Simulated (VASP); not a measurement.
# Sb (C2/c) in VASP: single point with PBE

Aim: the single point of Sb with PBE.

Everything below comes from runs of VASP 6.6.1. Logs are shortened: lines on timing, memory, paths and dates and some standing lists are left out, and cuts for length are marked.

## (1) The cell of the first run

The structure is monoclinic, space group C2/c (No. 15). The conventional cell has a = 6.160 Å, b = 3.249 Å, c = 6.151 Å, α = 90.00°, β = 116.29°, γ = 90.00°. Sb (site symmetry 2) has 14 Sb at 3.19 to 4.08 Å within 4.2 Å.

## (2) Single point, PBE

File INCAR:

```
PREC = Accurate
ENCUT = 520
EDIFF = 1E-6
ISMEAR = 0
SIGMA = 0.1
LREAL = False
LASPH = True
NELM = 60
ALGO = Normal
ISIF = 2
LWAVE = False
LCHARG = True
GGA = PE
LELF = True
LVHAR = True
NBANDS = 12
```

File KPOINTS:

```
regular mesh
0
Gamma
  6 6 4
```

File POSCAR:

```
Sb
1.0
    3.0793717667     -1.6246207789      0.0544332452
    3.0793717667      1.6246207789      0.0544332452
   -2.8209514827      0.0000000000      5.4658220443
Sb
2
Direct
    0.8707043900      0.1292956100      0.7500000000
    0.1292956100      0.8707043900      0.2500000000
```

Potentials or basis: VASP PAW PBE potentials, release 64 (Sb).

Command:

```sh
$ cat potpaw_PBE.64/Sb/POTCAR > POTCAR
$ mpirun -np 1 vasp_std > vasp.out
```

OUTCAR:

```text
PREC = Accurate
   ENCUT = 520
   EDIFF = 1E-6
   ISMEAR = 0
   LREAL = False
   LASPH = True
   NELM = 60
   ISIF = 2
   GGA = PE

 ion  position               nearest neighbor table
   1  0.871  0.129  0.750-   2 3.19   2 3.19   2 3.34   2 3.34
   2  0.129  0.871  0.250-   1 3.19   1 3.19   1 3.34   1 3.34

  LATTYP: Found a base centered monoclinic cell.
 ALAT       =     6.1597056604
 B/A-ratio  =     0.5274994841
 C/A-ratio  =     0.9985626166
 COS(beta)  =    -0.4428505415

  Lattice vectors:

 A1 = (   3.0793717667,  -1.6246207789,   0.0544332452)
 A2 = (   3.0793717667,   1.6246207789,   0.0544332452)
 A3 = (  -2.8209514827,   0.0000000000,   5.4658220443)

Analysis of symmetry for initial positions (statically):
=====================================================================
 Subroutine PRICEL returns:
 Original cell was already a primitive cell.

 Routine SETGRP: Setting up the symmetry group for a
 base centered monoclinic supercell.

 Subroutine GETGRP returns: Found  4 space group operations
 (whereof  2 operations were pure point group operations)
 out of a pool of  4 trial point group operations.

The static configuration has the point symmetry S_2 .
 The point group associated with its full space group is C_2h.

Analysis of symmetry for dynamics (positions and initial velocities):
=====================================================================
 Subroutine PRICEL returns:
 Original cell was already a primitive cell.

 Routine SETGRP: Setting up the symmetry group for a
 base centered monoclinic supercell.

 Subroutine GETGRP returns: Found  4 space group operations
 (whereof  2 operations were pure point group operations)
 out of a pool of  4 trial point group operations.

The dynamic configuration has the point symmetry S_2 .
 The point group associated with its full space group is C_2h.

 Subroutine INISYM returns: Found  4 space group operations
 (whereof  2 operations are pure point group operations),
 and found     1 'primitive' translations

----------------------------------------------------------------------------------------

                                     Primitive cell

  volume of cell :      55.1879

  direct lattice vectors                    reciprocal lattice vectors
     3.079371767 -1.624620779  0.054433245     0.160902849 -0.307764130  0.083043159
     3.079371767  1.624620779  0.054433245     0.160902849  0.307764130  0.083043159
    -2.820951483  0.000000000  5.465822044    -0.003204811  0.000000000  0.181301070

  length of vectors
     3.482080719  3.482080719  6.150851802     0.357077936  0.357077936  0.181329393

  position of ions in fractional coordinates (direct lattice)
     0.870704390  0.129295610  0.750000000
     0.129295610  0.870704390  0.250000000

  ion indices of the primitive-cell ions
   primitive index   ion index
                 1           1
                 2           2

----------------------------------------------------------------------------------------

 KPOINTS: regular mesh

Automatic generation of k-mesh.
 Grid dimensions read from file:
 generate k-points for:    6    6    4

 Generating k-lattice:

  Cartesian coordinates                     Fractional coordinates (reciprocal lattice)
     0.026817142 -0.051294022  0.013840527     0.166666667 -0.000000000 -0.000000000
     0.026817142  0.051294022  0.013840527    -0.000000000  0.166666667 -0.000000000
    -0.000801203  0.000000000  0.045325267    -0.000000000 -0.000000000  0.250000000

  Length of vectors
     0.059512989  0.059512989  0.045332348

  Shift w.r.t. Gamma in fractional coordinates (k-lattice)
     0.000000000  0.000000000  0.000000000

 Subroutine IBZKPT returns following result:
 ===========================================

 Found     47 irreducible k-points:

 Following reciprocal coordinates:
            Coordinates               Weight
  0.000000  0.000000  0.000000      1.000000
  0.166667  0.000000  0.000000      4.000000
  0.333333  0.000000  0.000000      4.000000
  0.500000 -0.000000  0.000000      2.000000
  0.166667  0.166667  0.000000      2.000000
  0.333333  0.166667  0.000000      4.000000
[... 16 lines left out ...]
 -0.333333  0.166667  0.250000      4.000000
 -0.166667  0.166667  0.250000      4.000000
 [... further k-points ...]
   k-points           NKPTS =     47   k-points in BZ     NKDIM =     47   number of bands    NBANDS=     12
   number of dos      NEDOS =    301   number of ions     NIONS =      2
   total plane-waves  NPLWV =  37632
   dimension x,y,z NGX =    28 NGY =   28 NGZ =   48
   dimension x,y,z NGXF=    56 NGYF=   56 NGZF=   96
   ions per type =               2
   NGX,Y,Z   is equivalent  to a cutoff of  13.37, 13.37, 12.97 a.u.
   NGXF,Y,Z  is equivalent  to a cutoff of  26.74, 26.74, 25.95 a.u.
 SYSTEM =  unknown system
   PREC   = accura    normal or accurate (medium, high low for compatibility)
   ISTART =      0    job   : 0-new  1-cont  2-samecut
   ICHARG =      2    charge: 1-file 2-atom 10-const
   ISPIN  =      1    spin polarized calculation?
   LNONCOLLINEAR =      F non collinear calculations
   LSORBIT =      F    spin-orbit coupling
   LASPH  =      T    aspherical Exc in radial PAW
   ENCUT  =  520.0 eV  38.22 Ry    6.18 a.u.   6.47  6.47 11.44*2*pi/ulx,y,z
   NELM   =     60;   NELMIN=  2; NELMDL= -5     # of ELM steps
   EDIFF  = 0.1E-05   stopping-criterion for ELM
   LREAL  =      F    real-space projection
   EDIFFG = 0.1E-04   stopping-criterion for IOM
   NSW    =      0    number of steps for IOM
   IBRION =     -1    ionic relax: 0-MD 1-quasi-New 2-CG
   NFREE  =      0    steps in history (QN), initial steepest desc. (CG)
   ISIF   =      2    stress and relaxation
   ISYM   =      2    0-nonsym 1-usesym 2-fastsym
   POTIM  = 0.5000    time-step for ionic-motion
   TEBEG  =    0.0;   TEEND  =   0.0 temperature during run
   PSTRESS=    0.0 pullay stress
   NELECT =      10.0000    total number of electrons
   NUPDOWN=      -1.0000    fix difference up-down
   EMIN   =  10.00;   EMAX   =-10.00  energy-range for DOS
   EFERMI =   0.00;   METHOD = LEGACY
   ISMEAR =     0;   SIGMA  =   0.10  broadening in eV -4-tet -1-fermi 0-gaus
   EFERMI_NEDOS =   21; number of points for ismear=-14 and -15
   IALGO  =     38    algorithm
   IMIX   =      4    mixing-type and parameters
     AMIX     =   0.40;   BMIX     =  1.00
     AMIX_MAG =   1.60;   BMIX_MAG =  1.00
  volume/ion in A,a.u.               =      27.59       186.21
  Fermi-wavevector in a.u.,A,eV,Ry     =   0.926389  1.750622 11.676484  0.858197
  Thomas-Fermi vector in A             =   2.052346
   LORBIT       =      0    0 simple, 1 ext, 2 COOP (PROOUT), +10 PAW based schemes
   GGA     = PE    functional components
   LHFCALC =     F    Hartree Fock is set to
   AEXX    =    0.0000 exact exchange contribution
   IVDW    =     0    specifies the selected vdW correction
   LEPSILON=     F    determine dielectric tensor
   LRPA    =     F    only Hartree local field effects (RPA)
 non-spin polarized calculation
 Gauss-broadening in eV      SIGMA  =   0.10
  energy-cutoff  :      520.00
  volume of cell :       55.19
 maximum number of plane-waves:      1501
 NGX is ok and might be reduce to    28
   NGX = 13   NGY = 13   NGZ = 23

 number of electron      10.0000000 magnetization

 Free energy of the ion-electron system (eV)
  ---------------------------------------------------
  ext. energy  EPLUGINS =         0.00000000
  ---------------------------------------------------
  free energy    TOTEN  =        -7.77129403 eV

  energy without entropy =       -7.76821156  energy(sigma->0) =       -7.76975280

 E-fermi :   8.3287     XC(G=0): -10.1138

 val. band max:        8.3022560927   @ k =  -0.3333   0.3333   0.5000
 cond. band min:       8.4477818034   @ k =   0.5000   0.3333   0.5000
 fundamental gap:      0.1455257106
 Fermi energy:         8.3287098686

 k-point     1 :       0.0000    0.0000    0.0000
  band No.  band energies     occupation
      1      -4.5542      2.00000
      2      -0.8604      2.00000
      3       2.5169      2.00000
      4      10.5617      0.00000
      5      12.9110      0.00000
      6      13.0615      0.00000
      7      13.1328      0.00000
      8      13.6252      0.00000
      9      15.0001      0.00000
     10      17.5777      0.00000
     11      17.9831      0.00000
     12      18.2368      0.00000

 k-point     2 :       0.1667    0.0000    0.0000
  band No.  band energies     occupation
      1      -4.0353      2.00000
      2      -0.5419      2.00000
      3       3.1851      2.00000
      4       9.0982      0.00000
      5      10.0714      0.00000
      6      10.7501      0.00000
      7      11.8540      0.00000
      8      13.0639      0.00000
      9      15.1595      0.00000
     10      15.9294      0.00000
     11      17.1421      0.00000
     12      18.3781      0.00000

 k-point     3 :       0.3333    0.0000    0.0000
  band No.  band energies     occupation
      1      -2.5377      2.00000
      2       0.3670      2.00000
      3       4.7846      2.00000
      4       5.1245      2.00000
      5       7.0038      2.00000
      6       9.1380      0.00000
      7      10.3386      0.00000
      8      11.5595      0.00000
      9      13.8012      0.00000
     10      14.8459      0.00000
     11      15.9286      0.00000
     12      18.3348      0.00000

 k-point     4 :       0.5000   -0.0000    0.0000
  band No.  band energies     occupation
      1      -0.9401      2.00000
      2       0.6900      2.00000
      3       3.4179      2.00000
      4       4.1639      2.00000
      5       7.1802      2.00000
      6       9.0373      0.00000
      7       9.3854      0.00000
      8      10.0764      0.00000
      9      13.0344      0.00000
     10      13.9077      0.00000
     11      15.6931      0.00000
     12      18.4936      0.00000

 k-point     5 :       0.1667    0.1667    0.0000
  band No.  band energies     occupation
      1      -4.0248      2.00000
      2      -0.9592      2.00000
      3       3.5610      2.00000
      4       7.9584      2.00000
      5       9.5736      0.00000
      6      12.2293      0.00000
      7      12.3241      0.00000
      8      12.7695      0.00000
      9      16.4096      0.00000
     10      16.4943      0.00000
     11      17.0412      0.00000
     12      18.3829      0.00000
[... 228 lines left out ...]
      1      -2.2254      2.00000
      2      -1.8871      2.00000
      3       5.9263      2.00000
      4       6.5038      2.00000
      5       8.1585      1.98393
      6       9.2854      0.00000
      7       9.5760      0.00000
      8      10.8027      0.00000
      9      14.9481      0.00000
     10      16.1750      0.00000
     11      17.3101      0.00000
     12      18.3564      0.00000

 k-point    22 :       0.5000    0.1667    0.2500
  band No.  band energies     occupation
      1      -0.7662      2.00000
      2      -0.2458      2.00000
      3       3.6718      2.00000
      4       5.4994      2.00000
      5       6.8827      2.00000
      6       7.2145      2.00000
      7       9.2384      0.00000
      8      10.7982      0.00000
      9      13.3701      0.00000
     10      15.0626      0.00000
     11      16.0233      0.00000
     12      18.5674      0.00000

 k-point    23 :      -0.3333    0.1667    0.2500
  band No.  band energies     occupation
      1      -1.1618      2.00000
      2       1.0232      2.00000
      3       3.9619      2.00000
      4       4.4925      2.00000
      5       6.3067      2.00000
      6       7.0783      2.00000
      7       8.7188      0.00000
      8      12.0156      0.00000
      9      14.1278      0.00000
     10      15.1674      0.00000
     11      16.8667      0.00000
     12      17.8020      0.00000

 k-point    24 :      -0.1667    0.1667    0.2500
  band No.  band energies     occupation
      1      -2.7367      2.00000
      2      -0.5052      2.00000
      3       5.5025      2.00000
      4       6.6788      2.00000
      5       6.9669      2.00000
      6       9.2604      0.00000
      7      10.1616      0.00000
      8      11.9547      0.00000
      9      15.1901      0.00000
     10      15.2730      0.00000
     11      16.5389      0.00000
     12      16.7216      0.00000

 [... further k-points ...]
[... 5 lines left out ...]
  --------------------------------------------------------------------------------------
  -------------------------------------------------------------------------------------
  Total        0.0234749      0.0754843     -0.0348160      0.0000000      0.0000000     -0.0158270
  in kB        0.6815076      2.1914089     -1.0107536      0.0000000      0.0000000     -0.4594792
  external PRESSURE =       0.6207210 kB  Pullay stress =       0.0000000 kB

 VOLUME and BASIS-vectors are now :
 -----------------------------------------------------------------------------
  energy-cutoff  :      520.00
  volume of cell :       55.19
      direct lattice vectors                 reciprocal lattice vectors
     3.079371767 -1.624620779  0.054433245     0.160902849 -0.307764130  0.083043159
     3.079371767  1.624620779  0.054433245     0.160902849  0.307764130  0.083043159
    -2.820951483  0.000000000  5.465822044    -0.003204811  0.000000000  0.181301070

 POSITION                                       TOTAL-FORCE (eV/Angst)
 -----------------------------------------------------------------------------------
      0.96366     -1.20451      4.15380         0.000000     -0.016649     -0.000000
      2.37413      1.20451      1.42089        -0.000000      0.016649      0.000000
 -----------------------------------------------------------------------------------
    total drift:                                0.000000      0.000000     -0.000000

  FREE ENERGIE OF THE ION-ELECTRON SYSTEM (eV)
  ---------------------------------------------------
  free  energy   TOTEN  =        -7.7712940308 eV

  energy  without entropy=       -7.7682115614  energy(sigma->0) =       -7.76975280
```

Wall time 27 s (1 thread of Intel Xeon Platinum 8375C at 2.90GHz (Ice Lake), shared host); peak memory 0.19 GiB.

What came out:

* Free energy: -7.7713 eV
* Pressure: 0.1 GPa
* Largest force: 0.017 eV/Å
* Band gap on the k mesh: zero (band 5 reaches 12.91 eV, above the bottom of band 6 at 5.72 eV)

Forces on the atoms (eV/Å):
```
Sb   0.000 -0.017  0.000
Sb   0.000  0.017  0.000
```

Stress tensor (GPa, compression positive):
```
 0.07  0.00 -0.05
 0.00  0.22  0.00
-0.05  0.00 -0.10
```

Levels at points of the mesh, in eV from the Fermi level:
```tsv
k point	band 1	band 2	band 3	band 4	band 5	band 6	band 7	band 8	band 9	band 10
(0.00, 0.00, 0.00)	-12.88	-9.19	-5.81	2.23	4.58	4.73	4.80	5.30	6.67	9.25
(0.50, 0.00, 0.00)	-9.27	-7.64	-4.91	-4.16	-1.15	0.71	1.06	1.75	4.71	5.58
(0.50, 0.50, 0.00)	-9.36	-8.65	-5.73	-5.54	1.11	2.29	2.41	2.58	5.23	6.73
(0.00, 0.00, 0.50)	-11.68	-11.68	-0.89	-0.89	3.04	3.04	5.00	5.00	7.67	7.67
(0.50, 0.00, 0.50)	-9.11	-7.82	-5.07	-4.41	-0.52	0.43	1.66	1.94	4.84	6.21
(0.50, 0.50, 0.50)	-9.33	-9.33	-3.81	-3.81	-1.71	-1.71	2.61	2.61	6.38	6.38
```

Caveat: the k points lie up to 0.37 Å⁻¹ apart; spin-orbit coupling is left out, which moves the levels of the heavy elements.
